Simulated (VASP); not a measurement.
Crystal: FeNi2.

```
CELL_PARAMETERS angstrom
3.71702 0.00000 0.00000
0.00000 3.71702 0.00000
0.00000 0.00000 2.68518
ATOMIC_POSITIONS crystal
Fe 0.50000 0.50000 0.50000
Ni 0.00000 0.50000 0.00000
Ni 0.50000 0.00000 0.00000
```

The cell was built from a structure type or drawn by symmetry, and may not be a known phase.

```yaml
Program: VASP 6.6.1
Task: relaxation of cell and atoms
Functional: PBE
Potentials_or_basis: VASP PAW PBE potentials, release 64 (Fe, Ni)
Cutoff: 600 eV
k_mesh: 6 × 6 × 6
Occupations: gaussian, width 0.1 eV
Spin: collinear spin, ferromagnetic start
Starting_moments: "[4.0, 2.0, 2.0] μB"
```

At the start: pressure 14.8 GPa; volume 12.37 Å³/atom.

Question: How do energy, volume and symmetry change on relaxing?

Answer: Over 10 steps the energy falls by 53.3 meV/atom and the volume is 13.48 Å³/atom (+9.0 %); space group P4/mmm (No. 123, to 0.1 Å) before and after; moment 4.09 μB per cell.

Step by step:
```
step  energy change (eV)  largest force (eV/Å)  pressure (GPa)  volume (Å³)
   1              0.0000                0.0000           14.84        37.10
   2             -0.0570                0.0000           -8.51        43.60
   3             -0.1441                0.0000           -0.18        40.52
   4             -0.1441                0.0000            0.11        40.45
   5             -0.1457                0.0000            0.13        40.46
   6             -0.1508                0.0000            0.07        40.46
   7             -0.1595                0.0000            0.31        40.45
   8             -0.1225                0.0000            2.02        40.31
   9             -0.1599                0.0000            0.42        40.44
  10             -0.1599                0.0000            0.42        40.44
```

Final structure:
```xyz
3
Lattice="3.9182 0.0000 0.0000 0.0000 3.9182 0.0000 0.0000 0.0000 2.6340" Properties=species:S:1:pos:R:3 pbc="T T T"
Fe    1.9591    1.9591    1.3170
Ni    0.0000    1.9591    0.0000
Ni    1.9591    0.0000    0.0000
```

Caveat: the k points lie up to 0.40 Å⁻¹ apart in the final cell.
